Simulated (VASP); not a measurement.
# AgW (Fd-3m) in VASP: notebook

Runs on AgW. Level: PBE. Tasks: single point, relaxation of cell and atoms.

Program: VASP 6.6.1. These are calculated values, not measurements. Logs are shortened: lines on timing, memory, paths and dates and some standing lists are left out, and cuts for length are marked.

## (1) The cell of the first run

It takes space group Fd-3m (No. 227, cubic). Conventional cell: a = 6.737 Å, b = 6.737 Å, c = 6.737 Å, α = 90.00°, β = 90.00°, γ = 90.00°. Within 3.8 Å of Ag (site symmetry -43m) lie 4 Ag at 2.92 Å and 10 W at 2.92 to 3.37 Å. Within 3.8 Å of W (site symmetry -43m) lie 10 Ag at 2.92 to 3.37 Å and 4 W at 2.92 Å.

## (2) Single point, PBE

The input, INCAR:

```
  PREC = Accurate
  ENCUT = 520
  EDIFF = 1E-6
  ISMEAR = 0
  SIGMA = 0.1
  LREAL = False
  LASPH = True
  NELM = 100
  ALGO = Normal
  ISIF = 2
  LWAVE = False
  LCHARG = True
  GGA = PE
  LELF = True
  LVHAR = True
  NBANDS = 33
```

The input, KPOINTS:

```
regular mesh
0
Gamma
  6 6 6
```

The input, POSCAR:

```
AgW
1.0
    0.0000000000      3.3687026556      3.3687026556
    3.3687026556      0.0000000000      3.3687026556
    3.3687026556      3.3687026556      0.0000000000
Ag W
2 2
Direct
    0.5000000000      0.5000000000      0.5000000000
    0.7500000000      0.7500000000      0.7500000000
    0.0000000000      0.0000000000      0.0000000000
    0.2500000000      0.2500000000      0.2500000000
```

Potentials or basis: VASP PAW PBE potentials, release 64 (Ag, W_sv).

The run is started by

```
$ cat potpaw_PBE.64/Ag/POTCAR potpaw_PBE.64/W_sv/POTCAR > POTCAR
$ mpirun -np 1 vasp_std > vasp.out
```

OUTCAR:

```text
PREC = Accurate
   ENCUT = 520
   EDIFF = 1E-6
   ISMEAR = 0
   LREAL = False
   LASPH = True
   NELM = 100
   ISIF = 2
   GGA = PE

 ion  position               nearest neighbor table
   1  0.500  0.500  0.500-   4 2.92   4 2.92   4 2.92   2 2.92   4 2.92   2 2.92   2 2.92   2 2.92
                             3 3.37   3 3.37   3 3.37   3 3.37   3 3.37   3 3.37
   2  0.750  0.750  0.750-   1 2.92   1 2.92   1 2.92   1 2.92   3 2.92   3 2.92   3 2.92   3 2.92
                             4 3.37   4 3.37   4 3.37   4 3.37   4 3.37   4 3.37
   3  0.000  0.000  0.000-   2 2.92   2 2.92   2 2.92   2 2.92   4 2.92   4 2.92   4 2.92   4 2.92
                             1 3.37   1 3.37   1 3.37   1 3.37   1 3.37   1 3.37
   4  0.250  0.250  0.250-   3 2.92   3 2.92   3 2.92   1 2.92   3 2.92   1 2.92   1 2.92   1 2.92
                             2 3.37   2 3.37   2 3.37   2 3.37   2 3.37   2 3.37

  LATTYP: Found a face centered cubic cell.
 ALAT       =     6.7374053112

  Lattice vectors:

 A1 = (   0.0000000000,   3.3687026556,   3.3687026556)
 A2 = (   3.3687026556,   0.0000000000,   3.3687026556)
 A3 = (   3.3687026556,   3.3687026556,   0.0000000000)

Analysis of symmetry for initial positions (statically):
=====================================================================
 Subroutine PRICEL returns:
 Original cell was already a primitive cell.

 Routine SETGRP: Setting up the symmetry group for a
 face centered cubic supercell.

 Subroutine GETGRP returns: Found 48 space group operations
 (whereof 24 operations were pure point group operations)
 out of a pool of 48 trial point group operations.

The static configuration has the point symmetry T_d .
 The point group associated with its full space group is O_h .

Analysis of symmetry for dynamics (positions and initial velocities):
=====================================================================
 Subroutine PRICEL returns:
 Original cell was already a primitive cell.

 Routine SETGRP: Setting up the symmetry group for a
 face centered cubic supercell.

 Subroutine GETGRP returns: Found 48 space group operations
 (whereof 24 operations were pure point group operations)
 out of a pool of 48 trial point group operations.

The dynamic configuration has the point symmetry T_d .
 The point group associated with its full space group is O_h .

 Subroutine INISYM returns: Found 48 space group operations
 (whereof 24 operations are pure point group operations),
 and found     1 'primitive' translations

----------------------------------------------------------------------------------------

                                     Primitive cell

  volume of cell :      76.4571

  direct lattice vectors                    reciprocal lattice vectors
     0.000000000  3.368702656  3.368702656    -0.148425092  0.148425092  0.148425092
     3.368702656  0.000000000  3.368702656     0.148425092 -0.148425092  0.148425092
     3.368702656  3.368702656  0.000000000     0.148425092  0.148425092 -0.148425092

  length of vectors
     4.764064983  4.764064983  4.764064983     0.257079800  0.257079800  0.257079800

  position of ions in fractional coordinates (direct lattice)
     0.500000000  0.500000000  0.500000000
     0.750000000  0.750000000  0.750000000
     0.000000000  0.000000000  0.000000000
     0.250000000  0.250000000  0.250000000

  ion indices of the primitive-cell ions
   primitive index   ion index
                 1           1
                 2           2
                 3           3
                 4           4

----------------------------------------------------------------------------------------

 KPOINTS: regular mesh

Automatic generation of k-mesh.
 Grid dimensions read from file:
 generate k-points for:    6    6    6

 Generating k-lattice:

  Cartesian coordinates                     Fractional coordinates (reciprocal lattice)
    -0.024737515  0.024737515  0.024737515     0.166666667  0.000000000  0.000000000
     0.024737515 -0.024737515  0.024737515     0.000000000  0.166666667  0.000000000
     0.024737515  0.024737515 -0.024737515     0.000000000  0.000000000  0.166666667

  Length of vectors
     0.042846633  0.042846633  0.042846633

  Shift w.r.t. Gamma in fractional coordinates (k-lattice)
     0.000000000  0.000000000  0.000000000

 Subroutine IBZKPT returns following result:
 ===========================================

 Found     16 irreducible k-points:

 Following reciprocal coordinates:
            Coordinates               Weight
  0.000000  0.000000  0.000000      1.000000
  0.166667  0.000000  0.000000      8.000000
  0.333333  0.000000  0.000000      8.000000
  0.500000  0.000000  0.000000      4.000000
  0.166667  0.166667  0.000000      6.000000
  0.333333  0.166667  0.000000     24.000000
[... 8 lines left out ...]
 -0.333333  0.333333  0.166667     24.000000
 -0.333333  0.500000  0.166667     12.000000
   k-points           NKPTS =     16   k-points in BZ     NKDIM =     16   number of bands    NBANDS=     33
   number of dos      NEDOS =    301   number of ions     NIONS =      4
   total plane-waves  NPLWV =  46656
   dimension x,y,z NGX =    36 NGY =   36 NGZ =   36
   dimension x,y,z NGXF=    72 NGYF=   72 NGZF=   72
   ions per type =               2   2
   NGX,Y,Z   is equivalent  to a cutoff of  12.56, 12.56, 12.56 a.u.
   NGXF,Y,Z  is equivalent  to a cutoff of  25.12, 25.12, 25.12 a.u.
 SYSTEM =  unknown system
   PREC   = accura    normal or accurate (medium, high low for compatibility)
   ISTART =      0    job   : 0-new  1-cont  2-samecut
   ICHARG =      2    charge: 1-file 2-atom 10-const
   ISPIN  =      1    spin polarized calculation?
   LNONCOLLINEAR =      F non collinear calculations
   LSORBIT =      F    spin-orbit coupling
   LASPH  =      T    aspherical Exc in radial PAW
   ENCUT  =  520.0 eV  38.22 Ry    6.18 a.u.   8.86  8.86  8.86*2*pi/ulx,y,z
   NELM   =    100;   NELMIN=  2; NELMDL= -5     # of ELM steps
   EDIFF  = 0.1E-05   stopping-criterion for ELM
   LREAL  =      F    real-space projection
   EDIFFG = 0.1E-04   stopping-criterion for IOM
   NSW    =      0    number of steps for IOM
   IBRION =     -1    ionic relax: 0-MD 1-quasi-New 2-CG
   NFREE  =      0    steps in history (QN), initial steepest desc. (CG)
   ISIF   =      2    stress and relaxation
   ISYM   =      2    0-nonsym 1-usesym 2-fastsym
   POTIM  = 0.5000    time-step for ionic-motion
   TEBEG  =    0.0;   TEEND  =   0.0 temperature during run
   PSTRESS=    0.0 pullay stress
   NELECT =      50.0000    total number of electrons
   NUPDOWN=      -1.0000    fix difference up-down
   EMIN   =  10.00;   EMAX   =-10.00  energy-range for DOS
   EFERMI =   0.00;   METHOD = LEGACY
   ISMEAR =     0;   SIGMA  =   0.10  broadening in eV -4-tet -1-fermi 0-gaus
   EFERMI_NEDOS =   21; number of points for ismear=-14 and -15
   IALGO  =     38    algorithm
   IMIX   =      4    mixing-type and parameters
     AMIX     =   0.40;   BMIX     =  1.00
     AMIX_MAG =   1.60;   BMIX_MAG =  1.00
  volume/ion in A,a.u.               =      19.11       128.99
  Fermi-wavevector in a.u.,A,eV,Ry     =   1.420994  2.685289 27.473198  2.019223
  Thomas-Fermi vector in A             =   2.541850
   LORBIT       =      0    0 simple, 1 ext, 2 COOP (PROOUT), +10 PAW based schemes
   GGA     = PE    functional components
   LHFCALC =     F    Hartree Fock is set to
   AEXX    =    0.0000 exact exchange contribution
   IVDW    =     0    specifies the selected vdW correction
   LEPSILON=     F    determine dielectric tensor
   LRPA    =     F    only Hartree local field effects (RPA)
 non-spin polarized calculation
 Gauss-broadening in eV      SIGMA  =   0.10
  energy-cutoff  :      520.00
  volume of cell :       76.46
 maximum number of plane-waves:      2085
   NGX = 17   NGY = 17   NGZ = 17

 number of electron      49.9999990 magnetization

 Free energy of the ion-electron system (eV)
  ---------------------------------------------------
  ext. energy  EPLUGINS =         0.00000000
  ---------------------------------------------------
  free energy    TOTEN  =       -27.58419938 eV

  energy without entropy =      -27.57755864  energy(sigma->0) =      -27.58087901

 E-fermi :   7.7712     XC(G=0): -12.1173

 val. band max:        7.7175222398   @ k =   0.1667   0.1667   0.0000
 cond. band min:       7.7781955629   @ k =  -0.1667   0.1667   0.0000
 fundamental gap:      0.0606733231
 Fermi energy:         7.7712355399

 k-point     1 :       0.0000    0.0000    0.0000
  band No.  band energies     occupation
      1     -66.2331      2.00000
      2     -66.1828      2.00000
      3     -30.4416      2.00000
      4     -30.4416      2.00000
      5     -30.4416      2.00000
      6     -30.1985      2.00000
[... 25 lines left out ...]
     32      14.3366      0.00000
     33      14.3366      0.00000

 k-point     2 :       0.1667    0.0000    0.0000
  band No.  band energies     occupation
      1     -66.2306      2.00000
      2     -66.1853      2.00000
      3     -30.4479      2.00000
      4     -30.4479      2.00000
      5     -30.4388      2.00000
      6     -30.2021      2.00000
[... 25 lines left out ...]
     32      14.4594      0.00000
     33      14.5642      0.00000

 k-point     3 :       0.3333    0.0000    0.0000
  band No.  band energies     occupation
      1     -66.2245      2.00000
      2     -66.1913      2.00000
      3     -30.4598      2.00000
      4     -30.4598      2.00000
      5     -30.4333      2.00000
      6     -30.2093      2.00000
[... 25 lines left out ...]
     32      14.1721      0.00000
     33      14.1721      0.00000

 k-point     4 :       0.5000    0.0000    0.0000
  band No.  band energies     occupation
      1     -66.2205      2.00000
      2     -66.1954      2.00000
      3     -30.4653      2.00000
      4     -30.4653      2.00000
      5     -30.4306      2.00000
      6     -30.2128      2.00000
[... 25 lines left out ...]
     32      13.8580      0.00000
     33      13.8580      0.00000

 k-point     5 :       0.1667    0.1667    0.0000
  band No.  band energies     occupation
      1     -66.2297      2.00000
      2     -66.1862      2.00000
      3     -30.4550      2.00000
      4     -30.4550      2.00000
      5     -30.4258      2.00000
      6     -30.2156      2.00000
[... 316 lines left out ...]
 k-point    14 :       0.5000    0.3333    0.1667
  band No.  band energies     occupation
      1     -66.2188      2.00000
      2     -66.1971      2.00000
      3     -30.4849      2.00000
      4     -30.4744      2.00000
      5     -30.3839      2.00000
      6     -30.2588      2.00000
[... 25 lines left out ...]
     32      11.6085      0.00000
     33      14.9057      0.00000

 k-point    15 :      -0.3333    0.3333    0.1667
  band No.  band energies     occupation
      1     -66.2142      2.00000
      2     -66.2017      2.00000
      3     -30.4908      2.00000
      4     -30.4798      2.00000
      5     -30.3653      2.00000
      6     -30.2774      2.00000
[... 25 lines left out ...]
     32      11.0662      0.00000
     33      15.1413      0.00000

 k-point    16 :      -0.3333    0.5000    0.1667
  band No.  band energies     occupation
      1     -66.2079      2.00000
      2     -66.2079      2.00000
      3     -30.4893      2.00000
      4     -30.4893      2.00000
      5     -30.3216      2.00000
      6     -30.3216      2.00000
[... 25 lines left out ...]
     32      10.2695      0.00000
     33      15.4445      0.00000

------------------------ aborting loop because EDIFF is reached ----------------------------------------

  FORCE on cell =-STRESS in cart. coord.  units (eV):
  Direction    XX          YY          ZZ          XY          YZ          ZX
  --------------------------------------------------------------------------------------
  -------------------------------------------------------------------------------------
  Total       -8.3985513     -8.3985513     -8.3985513     -0.0000000      0.0000000      0.0000000
  in kB     -175.9936211   -175.9936211   -175.9936211     -0.0000000      0.0000000      0.0000000
  external PRESSURE =    -175.9936211 kB  Pullay stress =       0.0000000 kB

 VOLUME and BASIS-vectors are now :
 -----------------------------------------------------------------------------
  energy-cutoff  :      520.00
  volume of cell :       76.46
      direct lattice vectors                 reciprocal lattice vectors
     0.000000000  3.368702656  3.368702656    -0.148425092  0.148425092  0.148425092
     3.368702656  0.000000000  3.368702656     0.148425092 -0.148425092  0.148425092
     3.368702656  3.368702656  0.000000000     0.148425092  0.148425092 -0.148425092

 POSITION                                       TOTAL-FORCE (eV/Angst)
 -----------------------------------------------------------------------------------
      3.36870      3.36870      3.36870        -0.000000     -0.000000     -0.000000
      5.05305      5.05305      5.05305        -0.000000     -0.000000     -0.000000
      0.00000      0.00000      0.00000        -0.000000     -0.000000     -0.000000
      1.68435      1.68435      1.68435         0.000000      0.000000      0.000000
 -----------------------------------------------------------------------------------
    total drift:                                0.000000      0.000000      0.000000

  FREE ENERGIE OF THE ION-ELECTRON SYSTEM (eV)
  ---------------------------------------------------
  free  energy   TOTEN  =       -27.5841993763 eV

  energy  without entropy=      -27.5775586402  energy(sigma->0) =      -27.58087901
```

It took 21 s on 1 thread of Intel Xeon 6975P-C (Granite Rapids), shared host; peak memory 0.21 GiB.

What came out:

| Property | Result |
| --- | --- |
| Free energy | -27.5842 eV |
| Pressure | -17.6 GPa |
| Band gap on the k mesh | zero (bands 25 and 26 overlap by 1.08 eV) |

Caveat: the cell stands under tension; spin-orbit coupling is left out, which moves the levels of the heavy elements.

## (3) Relaxation of cell and atoms, PBE

The input, INCAR:

```
SYSTEM = AgW
PREC = Accurate ; ENCUT = 600
EDIFF = 1E-6 ; ISMEAR = 0
SIGMA = 0.1 ; LREAL = .False.
LASPH = .True. ; NELM = 100
ALGO = Normal ; ISIF = 3
LWAVE = .False. ; LCHARG = .False.
GGA = PE ; IBRION = 2
NSW = 90 ; EDIFFG = -0.04
```

The input, KPOINTS:

```
Automatic mesh
0
Gamma
  4 4 4
  0 0 0
```

POSCAR is that of step 2.

Potentials or basis: VASP PAW PBE potentials, release 64 (Ag, W_sv).

The run is started by

```
$ cat potpaw_PBE.64/Ag/POTCAR potpaw_PBE.64/W_sv/POTCAR > POTCAR
$ mpirun -np 1 vasp_std > vasp.out
```

It took 55 s on 1 thread of Intel Xeon 6975P-C (Granite Rapids), shared host; peak memory 0.25 GiB.

The run converged. Its results:

| Item | Value |
| --- | --- |
| Free energy | -28.0960 eV |
| Relaxed volume | 16.89 Å³/atom |
| Relaxed cell | a = 4.572 Å, b = 4.572 Å, c = 4.572 Å, α = 60.00°, β = 60.00°, γ = 60.00° |
| Space group after relaxing (to 0.1 Å) | Fd-3m (No. 227) |
| Energy gained by relaxing | 137.9 meV/atom |
| Ionic steps | 4 |
| Pressure after relaxing | -0.3 GPa |
| Band gap on the k mesh | zero (bands 25 and 26 overlap by 1.40 eV) |

The path:
| step | energy change (eV) | largest force (eV/Å) | pressure (GPa) | volume (Å³) |
| --- | --- | --- | --- | --- |
| 1 | 0.0000 | 0.0000 | -17.32 | 76.46 |
| 2 | 1.1732 | 0.0000 | 57.01 | 55.80 |
| 3 | -0.5500 | 0.0000 | -1.26 | 67.91 |
| 4 | -0.5517 | 0.0000 | -0.34 | 67.57 |

Final structure:
```cif
data_structure
_symmetry_space_group_name_H-M 'P 1'
_symmetry_Int_Tables_number 1
_cell_length_a 4.5719
_cell_length_b 4.5719
_cell_length_c 4.5719
_cell_angle_alpha 60.000
_cell_angle_beta 60.000
_cell_angle_gamma 60.000
_cell_volume 67.57
loop_
_atom_site_label
_atom_site_type_symbol
_atom_site_fract_x
_atom_site_fract_y
_atom_site_fract_z
_atom_site_occupancy
Ag1 Ag 0.50000 0.50000 0.50000 1
Ag2 Ag 0.75000 0.75000 0.75000 1
W1 W 0.00000 0.00000 0.00000 1
W2 W 0.25000 0.25000 0.25000 1
```

Levels at points of the mesh, in eV from the Fermi level:
```tsv
k point	band 21	band 22	band 23	band 24	band 25	band 26	band 27	band 28	band 29	band 30
(0.00, 0.00, 0.00)	-1.66	-1.66	-0.13	-0.13	1.02	1.02	1.02	3.13	3.13	5.92
(0.50, 0.00, 0.00)	-1.96	-1.96	-0.99	-0.99	-0.84	1.69	1.69	2.45	2.45	2.72
(0.50, 0.50, 0.00)	-1.15	-1.15	-1.04	-1.04	0.32	0.32	0.82	0.82	2.91	2.91
```

Caveat: the k points lie up to 0.42 Å⁻¹ apart in the final cell, too coarse for converged energies and pressures of a metal; spin-orbit coupling is left out, which moves the levels of the heavy elements.

(Continued in part 2 of 2.)
